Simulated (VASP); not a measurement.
# Ta4O (P4/mmm) in VASP: notebook

The runs below take Ta4O through single point, with PBEsol.

Everything below comes from runs of VASP 6.6.1. Logs are shortened: lines on timing, memory, paths and dates and some standing lists are left out, and cuts for length are marked.

### 1 The cell of the first run

The structure is tetragonal, space group P4/mmm (No. 123). The conventional cell has a = 3.257 Å, b = 3.257 Å, c = 7.409 Å, α = 90.00°, β = 90.00°, γ = 90.00°. Within 3.3 Å of Ta (site symmetry 4/mmm) lie 4 O at 2.30 Å and 12 Ta at 3.12 to 3.26 Å. Within 2.9 Å of Ta (site symmetry 4mm) lie 1 O at 2.10 Å and 4 Ta at 2.81 Å. Ta (site symmetry 4/mmm) has 14 Ta at 2.81 to 3.70 Å within 3.8 Å. Within 2.8 Å of O (site symmetry 4/mmm) lie 6 Ta at 2.10 to 2.30 Å.

### 2 Single point, PBEsol

INCAR reads:

```
ALGO = Normal ; EDIFF = 1E-6
ENCUT = 520 ; GGA = PS
ISIF = 2 ; ISMEAR = 0
LASPH = T ; LCHARG = F
LREAL = F ; LWAVE = F
NBANDS = 33 ; NELM = 60
PREC = Accurate ; SIGMA = 0.1
```

KPOINTS reads:

```
k-points
0
Gamma
  16 16 8
```

POSCAR reads:

```
Ta4O
1.0
    3.2574970000      0.0000000000      0.0000000000
    0.0000000000      3.2574970000      0.0000000000
    0.0000000000      0.0000000000      7.4093410000
Ta O
4 1
Direct
    0.0000000000      0.0000000000      0.5000000000
    0.5000000000      0.5000000000      0.7831580000
    0.5000000000      0.5000000000      0.2168420000
    0.0000000000      0.0000000000      0.0000000000
    0.5000000000      0.5000000000      0.5000000000
```

Potentials or basis: VASP PAW PBE potentials, release 64 (Ta_pv, O).

On the command line:

```sh
$ cat potpaw_PBE.64/Ta_pv/POTCAR potpaw_PBE.64/O/POTCAR > POTCAR
$ mpirun -np 1 vasp_std > vasp.out
```

OUTCAR:

```text
EDIFF = 1E-6
   ENCUT = 520
   GGA = PS
   ISIF = 2
   ISMEAR = 0
   LASPH = T
   LREAL = F
   NELM = 60
   PREC = Accurate

 ion  position               nearest neighbor table
   1  0.000  0.000  0.500-   5 2.30   5 2.30   5 2.30   5 2.30   3 3.12   3 3.12   2 3.12   3 3.12
                             2 3.12   2 3.12   3 3.12   2 3.12
   2  0.500  0.500  0.783-   5 2.10   4 2.81   4 2.81   4 2.81   4 2.81   1 3.12   1 3.12   1 3.12
                             1 3.12   3 3.21
   3  0.500  0.500  0.217-   5 2.10   4 2.81   4 2.81   4 2.81   4 2.81   1 3.12   1 3.12   1 3.12
                             1 3.12   2 3.21
   4  0.000  0.000  0.000-   2 2.81   3 2.81   2 2.81   3 2.81   2 2.81   3 2.81   2 2.81   3 2.81

   5  0.500  0.500  0.500-   2 2.10   3 2.10   1 2.30   1 2.30   1 2.30   1 2.30

  LATTYP: Found a simple tetragonal cell.
 ALAT       =     3.2574970000
 C/A-ratio  =     2.2745503680

  Lattice vectors:

 A1 = (   3.2574970000,   0.0000000000,   0.0000000000)
 A2 = (   0.0000000000,   3.2574970000,   0.0000000000)
 A3 = (   0.0000000000,   0.0000000000,   7.4093410000)

Analysis of symmetry for initial positions (statically):
=====================================================================
 Subroutine PRICEL returns:
 Original cell was already a primitive cell.

 Routine SETGRP: Setting up the symmetry group for a
 simple tetragonal supercell.

 Subroutine GETGRP returns: Found 16 space group operations
 (whereof 16 operations were pure point group operations)
 out of a pool of 16 trial point group operations.

The static configuration has the point symmetry D_4h.

Analysis of symmetry for dynamics (positions and initial velocities):
=====================================================================
 Subroutine PRICEL returns:
 Original cell was already a primitive cell.

 Routine SETGRP: Setting up the symmetry group for a
 simple tetragonal supercell.

 Subroutine GETGRP returns: Found 16 space group operations
 (whereof 16 operations were pure point group operations)
 out of a pool of 16 trial point group operations.

The dynamic configuration has the point symmetry D_4h.

 Subroutine INISYM returns: Found 16 space group operations
 (whereof 16 operations are pure point group operations),
 and found     1 'primitive' translations

----------------------------------------------------------------------------------------

                                     Primitive cell

  volume of cell :      78.6226

  direct lattice vectors                    reciprocal lattice vectors
     3.257497000  0.000000000  0.000000000     0.306984166  0.000000000  0.000000000
     0.000000000  3.257497000  0.000000000     0.000000000  0.306984166  0.000000000
     0.000000000  0.000000000  7.409341000     0.000000000  0.000000000  0.134964769

  length of vectors
     3.257497000  3.257497000  7.409341000     0.306984166  0.306984166  0.134964769

  position of ions in fractional coordinates (direct lattice)
     0.000000000  0.000000000  0.500000000
     0.500000000  0.500000000  0.783158000
     0.500000000  0.500000000  0.216842000
     0.000000000  0.000000000  0.000000000
     0.500000000  0.500000000  0.500000000

  ion indices of the primitive-cell ions
   primitive index   ion index
                 1           1
                 2           2
                 3           3
                 4           4
                 5           5

----------------------------------------------------------------------------------------

 KPOINTS: k-points

Automatic generation of k-mesh.
 Grid dimensions read from file:
 generate k-points for:   16   16    8

 Generating k-lattice:

  Cartesian coordinates                     Fractional coordinates (reciprocal lattice)
     0.019186510  0.000000000  0.000000000     0.062500000  0.000000000  0.000000000
     0.000000000  0.019186510  0.000000000     0.000000000  0.062500000  0.000000000
     0.000000000  0.000000000  0.016870596     0.000000000  0.000000000  0.125000000

  Length of vectors
     0.019186510  0.019186510  0.016870596

  Shift w.r.t. Gamma in fractional coordinates (k-lattice)
     0.000000000  0.000000000  0.000000000

 Subroutine IBZKPT returns following result:
 ===========================================

 Found    225 irreducible k-points:

 Following reciprocal coordinates:
            Coordinates               Weight
  0.000000  0.000000  0.000000      1.000000
  0.062500  0.000000  0.000000      4.000000
  0.125000  0.000000  0.000000      4.000000
  0.187500  0.000000  0.000000      4.000000
  0.250000  0.000000  0.000000      4.000000
  0.312500  0.000000  0.000000      4.000000
[... 16 lines left out ...]
  0.437500  0.125000  0.000000      8.000000
  0.500000  0.125000  0.000000      4.000000
 [... further k-points ...]
   k-points           NKPTS =    225   k-points in BZ     NKDIM =    225   number of bands    NBANDS=     33
   number of dos      NEDOS =    301   number of ions     NIONS =      5
   total plane-waves  NPLWV =  32256
   dimension x,y,z NGX =    24 NGY =   24 NGZ =   56
   dimension x,y,z NGXF=    48 NGYF=   48 NGZF=  112
   ions per type =               4   1
   NGX,Y,Z   is equivalent  to a cutoff of  12.25, 12.25, 12.56 a.u.
   NGXF,Y,Z  is equivalent  to a cutoff of  24.50, 24.50, 25.13 a.u.
 SYSTEM =  unknown system
   PREC   = accura    normal or accurate (medium, high low for compatibility)
   ISTART =      0    job   : 0-new  1-cont  2-samecut
   ICHARG =      2    charge: 1-file 2-atom 10-const
   ISPIN  =      1    spin polarized calculation?
   LNONCOLLINEAR =      F non collinear calculations
   LSORBIT =      F    spin-orbit coupling
   LASPH  =      T    aspherical Exc in radial PAW
   ENCUT  =  520.0 eV  38.22 Ry    6.18 a.u.   6.06  6.06 13.78*2*pi/ulx,y,z
   NELM   =     60;   NELMIN=  2; NELMDL= -5     # of ELM steps
   EDIFF  = 0.1E-05   stopping-criterion for ELM
   LREAL  =      F    real-space projection
   EDIFFG = 0.1E-04   stopping-criterion for IOM
   NSW    =      0    number of steps for IOM
   IBRION =     -1    ionic relax: 0-MD 1-quasi-New 2-CG
   NFREE  =      0    steps in history (QN), initial steepest desc. (CG)
   ISIF   =      2    stress and relaxation
   ISYM   =      2    0-nonsym 1-usesym 2-fastsym
   POTIM  = 0.5000    time-step for ionic-motion
   TEBEG  =    0.0;   TEEND  =   0.0 temperature during run
   PSTRESS=    0.0 pullay stress
   NELECT =      50.0000    total number of electrons
   NUPDOWN=      -1.0000    fix difference up-down
   EMIN   =  10.00;   EMAX   =-10.00  energy-range for DOS
   EFERMI =   0.00;   METHOD = LEGACY
   ISMEAR =     0;   SIGMA  =   0.10  broadening in eV -4-tet -1-fermi 0-gaus
   EFERMI_NEDOS =   21; number of points for ismear=-14 and -15
   IALGO  =     38    algorithm
   IMIX   =      4    mixing-type and parameters
     AMIX     =   0.40;   BMIX     =  1.00
     AMIX_MAG =   1.60;   BMIX_MAG =  1.00
  volume/ion in A,a.u.               =      15.72       106.11
  Fermi-wavevector in a.u.,A,eV,Ry     =   1.407826  2.660405 26.966391  1.981974
  Thomas-Fermi vector in A             =   2.530046
   LORBIT       =      0    0 simple, 1 ext, 2 COOP (PROOUT), +10 PAW based schemes
   GGA     = PS    functional components
   LHFCALC =     F    Hartree Fock is set to
   AEXX    =    0.0000 exact exchange contribution
   IVDW    =     0    specifies the selected vdW correction
   LEPSILON=     F    determine dielectric tensor
   LRPA    =     F    only Hartree local field effects (RPA)
 non-spin polarized calculation
 Gauss-broadening in eV      SIGMA  =   0.10
  energy-cutoff  :      520.00
  volume of cell :       78.62
 maximum number of plane-waves:      2144
   NGX = 13   NGY = 13   NGZ = 27

 number of electron      50.0000004 magnetization

 Free energy of the ion-electron system (eV)
  ---------------------------------------------------
  ext. energy  EPLUGINS =         0.00000000
  ---------------------------------------------------
  free energy    TOTEN  =       -58.49768834 eV

  energy without entropy =      -58.48699056  energy(sigma->0) =      -58.49233945

 E-fermi :   6.2537     XC(G=0): -12.7298

 val. band max:        6.2475865248   @ k =   0.5000   0.2500   0.0000
 cond. band min:       6.2616117022   @ k =   0.0625   0.0625   0.1250
 fundamental gap:      0.0140251774
 Fermi energy:         6.2536878185

 k-point     1 :       0.0000    0.0000    0.0000
  band No.  band energies     occupation
      1     -29.3004      2.00000
      2     -29.3004      2.00000
      3     -28.9224      2.00000
      4     -28.3464      2.00000
      5     -28.2229      2.00000
      6     -28.0086      2.00000
[... 25 lines left out ...]
     32       7.9256      0.00000
     33       8.6812      0.00000

 k-point     2 :       0.0625    0.0000    0.0000
  band No.  band energies     occupation
      1     -29.3152      2.00000
      2     -29.2988      2.00000
      3     -28.9202      2.00000
      4     -28.3514      2.00000
      5     -28.2260      2.00000
      6     -28.0094      2.00000
[... 25 lines left out ...]
     32       8.2714      0.00000
     33       8.8401      0.00000

 k-point     3 :       0.1250    0.0000    0.0000
  band No.  band energies     occupation
      1     -29.3565      2.00000
      2     -29.2941      2.00000
      3     -28.9144      2.00000
      4     -28.3652      2.00000
      5     -28.2351      2.00000
      6     -28.0131      2.00000
[... 25 lines left out ...]
     32       8.6226      0.00000
     33       9.2126      0.00000

 k-point     4 :       0.1875    0.0000    0.0000
  band No.  band energies     occupation
      1     -29.4168      2.00000
      2     -29.2870      2.00000
      3     -28.9068      2.00000
      4     -28.3847      2.00000
      5     -28.2488      2.00000
      6     -28.0230      2.00000
[... 673 lines left out ...]
     32       9.3194      0.00000
     33      10.0749      0.00000

 k-point    23 :       0.4375    0.1250    0.0000
  band No.  band energies     occupation
      1     -29.6269      2.00000
      2     -29.3013      2.00000
      3     -28.8842      2.00000
      4     -28.4395      2.00000
      5     -28.2618      2.00000
      6     -28.1449      2.00000
[... 25 lines left out ...]
     32       9.5246      0.00000
     33      10.0356      0.00000

 k-point    24 :       0.5000    0.1250    0.0000
  band No.  band energies     occupation
      1     -29.6390      2.00000
      2     -29.2991      2.00000
      3     -28.8843      2.00000
      4     -28.4435      2.00000
      5     -28.2620      2.00000
      6     -28.1518      2.00000
[... 25 lines left out ...]
     32       9.8717      0.00000
     33      10.0242      0.00000

 [... further k-points ...]

------------------------ aborting loop because EDIFF is reached ----------------------------------------

  FORCE on cell =-STRESS in cart. coord.  units (eV):
  Direction    XX          YY          ZZ          XY          YZ          ZX
  --------------------------------------------------------------------------------------
  -------------------------------------------------------------------------------------
  Total       -3.7490002     -3.7490002     -3.9954765      0.0000000     -0.0000000      0.0000000
  in kB      -76.3973716    -76.3973716    -81.4200814      0.0000000     -0.0000000      0.0000000
  external PRESSURE =     -78.0716082 kB  Pullay stress =       0.0000000 kB

 VOLUME and BASIS-vectors are now :
 -----------------------------------------------------------------------------
  energy-cutoff  :      520.00
  volume of cell :       78.62
      direct lattice vectors                 reciprocal lattice vectors
     3.257497000  0.000000000  0.000000000     0.306984166  0.000000000  0.000000000
     0.000000000  3.257497000  0.000000000     0.000000000  0.306984166  0.000000000
     0.000000000  0.000000000  7.409341000     0.000000000  0.000000000  0.134964769

 POSITION                                       TOTAL-FORCE (eV/Angst)
 -----------------------------------------------------------------------------------
      0.00000      0.00000      3.70467         0.000000      0.000000      0.000000
      1.62875      1.62875      5.80268         0.000000     -0.000000     -0.047898
      1.62875      1.62875      1.60666        -0.000000      0.000000      0.047898
      0.00000      0.00000      0.00000         0.000000      0.000000      0.000000
      1.62875      1.62875      3.70467         0.000000      0.000000      0.000000
 -----------------------------------------------------------------------------------
    total drift:                                0.000000     -0.000000      0.000000

  FREE ENERGIE OF THE ION-ELECTRON SYSTEM (eV)
  ---------------------------------------------------
  free  energy   TOTEN  =       -58.4976883389 eV

  energy  without entropy=      -58.4869905609  energy(sigma->0) =      -58.49233945
```

Run time: 5.7 min. Hardware: 1 thread of Intel Xeon Platinum 8488C (Sapphire Rapids), shared host; peak memory 0.52 GiB.

What came out:

```yaml
Free_energy: -58.4977 eV
Pressure: -7.8 GPa
Largest_force: 0.048 eV/Å
Band_gap_on_the_k_mesh: zero (bands 25 and 26 overlap by 1.00 eV)
```

Forces on the atoms (eV/Å):
```
Ta   0.000  0.000  0.000
Ta   0.000  0.000 -0.048
Ta   0.000  0.000  0.048
Ta   0.000  0.000  0.000
O    0.000  0.000  0.000
```

Levels at points of the mesh, in eV from the Fermi level:
| k point | band 22 | band 23 | band 24 | band 25 | band 26 | band 27 | band 28 | band 29 |
| --- | --- | --- | --- | --- | --- | --- | --- | --- |
| (0.00, 0.00, 0.00) | -1.55 | -0.47 | -0.47 | -0.26 | 0.47 | 1.03 | 1.03 | 1.26 |
| (0.50, 0.00, 0.00) | -1.11 | -0.93 | -0.67 | 0.21 | 0.90 | 0.90 | 1.32 | 1.71 |
| (0.50, 0.50, 0.00) | -1.50 | -1.50 | -0.66 | -0.66 | 1.60 | 2.36 | 2.76 | 2.76 |
| (0.00, 0.00, 0.50) | -0.57 | -0.54 | -0.54 | 0.10 | 0.67 | 0.67 | 0.73 | 1.06 |
| (0.50, 0.00, 0.50) | -1.18 | -1.02 | -0.64 | -0.44 | 1.01 | 1.30 | 1.54 | 1.83 |
| (0.50, 0.50, 0.50) | -1.70 | -1.70 | 0.03 | 0.03 | 1.59 | 1.92 | 1.92 | 2.86 |

Caveat: the cell stands under tension; the PAW data sets were made with another functional, which shifts forces and pressure a little; spin-orbit coupling is left out, which moves the levels of the heavy elements.

(Part 1 of 2 ends here.)
